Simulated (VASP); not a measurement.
Write the native input for VASP 6.6.1 that does the following.

```yaml
Task: relaxation of cell and atoms
Functional: PBE
Potentials_or_basis: VASP PAW PBE potentials, release 64 (Ta_pv, Au)
Cutoff: 600 eV
k_mesh: 4 × 4 × 4
Occupations: gaussian, width 0.1 eV
Spin: no spin polarisation
Dipole_correction: no
Further_INCAR_settings: ALGO = Fast; EDIFF = 1e-06; IBRION = 2; EDIFFG = -0.04; NSW = 90; ISIF = 3
```

The structure of Ta2Au lies in POSCAR:

```
Ta2Au
1.0
   -3.1590705228      3.1590705228      2.6296139588
    3.1590705228     -3.1590705228      2.6296139588
    3.1590705228      3.1590705228     -2.6296139588
Ta Au
4 2
Direct
    0.6670000000      0.1670000000      0.8340000000
    0.1670000000      0.3330000000      0.5000000000
    0.3330000000      0.8330000000      0.1660000000
    0.8330000000      0.6670000000      0.5000000000
    0.2500000000      0.2500000000      0.0000000000
    0.7500000000      0.7500000000      0.0000000000
```

One way to write it, as run:

INCAR

```
PREC = Accurate
ENCUT = 600
EDIFF = 1E-6
ISMEAR = 0
SIGMA = 0.1
LREAL = F
LASPH = T
NELM = 80
ALGO = Fast
ISIF = 3
LWAVE = F
LCHARG = F
GGA = PE
IBRION = 2
NSW = 90
EDIFFG = -0.04
```

KPOINTS

```
Automatic mesh
0
Gamma
  4 4 4
```

Potentials or basis: VASP PAW PBE potentials, release 64 (Ta_pv, Au).

The run is started by

```console
$ cat potpaw_PBE.64/Ta_pv/POTCAR potpaw_PBE.64/Au/POTCAR > POTCAR
$ mpirun -np 1 vasp_std > vasp.out
```

Results of the run:

```json
{
 "Relaxed volume": "18.42 Å³/atom",
 "Relaxed cell": "a = 5.298 Å, b = 5.298 Å, c = 5.298 Å, α = 103.76°, β = 103.76°, γ = 121.62°",
 "Space group after relaxing (to 0.1 Å)": "I4/mcm (No. 140)",
 "Energy gained by relaxing": "174.0 meV/atom",
 "Ionic steps": "10",
 "Pressure after relaxing": "0.1 GPa",
 "Largest force after relaxing": "0.032 eV/Å",
 "Band gap on the k mesh": "zero (bands 33 and 34 overlap by 0.69 eV)"
}
```

Caveat: the k points lie up to 0.39 Å⁻¹ apart in the final cell, too coarse for converged energies and pressures of a metal; spin-orbit coupling is left out, which moves the levels of the heavy elements.

Wall time 6.8 min on 1 thread of Intel(R) Xeon(R) 6975P-C (Granite Rapids), with other jobs on the host, peak memory 0.32 GiB.
